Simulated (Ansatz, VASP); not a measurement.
## Two plane-wave programs on V

The input INCAR:

```
PREC = Accurate
ENCUT = 520
EDIFF = 1E-7
ISMEAR = 0
SIGMA = 0.15
LREAL = F
LASPH = T
NELM = 80
ALGO = Fast
ISIF = 2
LWAVE = F
LCHARG = F
GGA = PS
NBANDS = 12
```

Contents of KPOINTS:

```
regular mesh
0
Gamma
  24 24 24
```

Contents of POSCAR:

```
V
1.0
   -1.3288683443      1.5187066791      1.5187066791
    1.5187066791     -1.3288683443      1.5187066791
    1.5187066791      1.5187066791     -1.3288683443
V
1
Direct
    0.0000000000      0.0000000000      0.0000000000
```

Input for Ansatz:

```yaml
crystal:
  lattice:
    - [-1.3288683443, 1.5187066791, 1.5187066791]
    - [1.5187066791, -1.3288683443, 1.5187066791]
    - [1.5187066791, 1.5187066791, -1.3288683443]
  atoms:
    - { symbol: V, position: [0.0, 0.0, 0.0] }
basis:
  ecutwfc: 420
kpoints:
  mp_grid: { grid: [24, 24, 24] }
hamiltonian:
  xc: pbesol
scf:
  occupations: { method: gaussian, width: 0.15 }
output:
  forces: true
  stress: true
  eigenvalues: true
```

Alike in both runs: task single point; functional PBEsol; k mesh 24 × 24 × 24; occupations gaussian, width 0.15 eV; no spin polarisation.

```csv
,VASP,Ansatz
version,VASP 6.6.1,Ansatz 0.2.0
potentials or method,"VASP PAW PBE potentials, release 64 (V_sv), cutoff 520 eV","scalar-relativistic, plane waves, PAW"
valence electrons in the cell,13,13
```

VASP gave:

| Property | Result |
| --- | --- |
| gap on the k mesh at the Fermi level (eV) | none |
| pressure (GPa) | -10.7 |
| traceless stress, the component that is largest in VASP (GPa) | -3.98 |

Problem. Estimate Ansatz's values.

Solution. gap on the k mesh at the Fermi level (eV): none; pressure (GPa): -10.9; traceless stress, the component that is largest in VASP (GPa): -3.98.

VASP's potentials were made for PBE, not for PBEsol. A gap of «none» marks a metal or a gap that the smearing closes.
